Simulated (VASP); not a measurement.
TiSb2N3:

```xyz
6
Lattice="2.7450 1.5848 4.3392 -2.7450 1.5848 4.3392 0.0000 -3.1697 4.3392" Properties=species:S:1:pos:R:3 pbc="T T T"
Ti    0.0000    0.0000    0.0000
Sb    0.0000    0.0000    8.6728
Sb    0.0000    0.0000    4.3448
N     0.0000   -1.5848    2.1696
N     1.3725    0.7924    2.1696
N    -1.3725    0.7924    2.1696
```

The cell was built from a structure type or drawn by symmetry, and may not be a known phase.

```yaml
Program: VASP 6.6.1
Task: relaxation of cell and atoms
Functional: PBE
Potentials_or_basis: VASP PAW PBE potentials, release 64 (Ti_sv, Sb, N)
Cutoff: 600 eV
k_mesh: 3 × 3 × 3
Occupations: gaussian, width 0.15 eV
Spin: collinear spin
Starting_moments: "[1.0, 0.0, 0.0, 0.0, 0.0, 0.0] μB"
```

At the start: pressure -19.8 GPa; volume 18.88 Å³/atom.

Where does the relaxation end?

Over 12 steps the energy falls by 1465.3 meV/atom and the volume is 14.49 Å³/atom (-23.2 %); space group R-3m (No. 166, to 0.1 Å) before and after; moment 0.00 μB per cell.

Step by step:
| step | energy change (eV) | largest force (eV/Å) | pressure (GPa) | volume (Å³) |
| --- | --- | --- | --- | --- |
| 1 | 0.0000 | 1.8224 | -19.79 | 113.26 |
| 2 | -5.0540 | 1.1508 | 6.81 | 78.54 |
| 3 | -5.1404 | 0.8971 | 12.84 | 75.96 |
| 4 | -7.2815 | 2.5225 | 38.98 | 71.84 |
| 5 | -7.4333 | 1.9437 | 33.60 | 72.49 |
| 6 | -8.5020 | 0.0179 | 4.67 | 84.77 |
| 7 | -8.5780 | 0.2474 | 8.83 | 82.19 |
| 8 | -8.7548 | 0.5718 | 1.10 | 84.98 |
| 9 | -8.7556 | 0.5261 | 1.55 | 84.80 |
| 10 | -8.7735 | 0.4207 | 0.78 | 85.58 |
| 11 | -8.7883 | 0.1926 | -0.68 | 87.22 |
| 12 | -8.7917 | 0.0058 | 0.20 | 86.94 |

Final structure:
```
Ti Sb N
1.0
     2.94715    1.70154    2.88958
    -2.94715    1.70154    2.88958
     0.00000   -3.40308    2.88958
Ti Sb N
1 2 3
Direct
  0.00000 0.00000 0.00000
  0.68588 0.68588 0.68588
  0.31412 0.31412 0.31412
  0.00000 0.00000 0.50000
  0.50000 0.00000 0.00000
  0.00000 0.50000 0.00000
```

Caveat: the k points lie up to 0.48 Å⁻¹ apart in the final cell; the volume moved by over 15 % at a fixed basis, so the end points are rough.
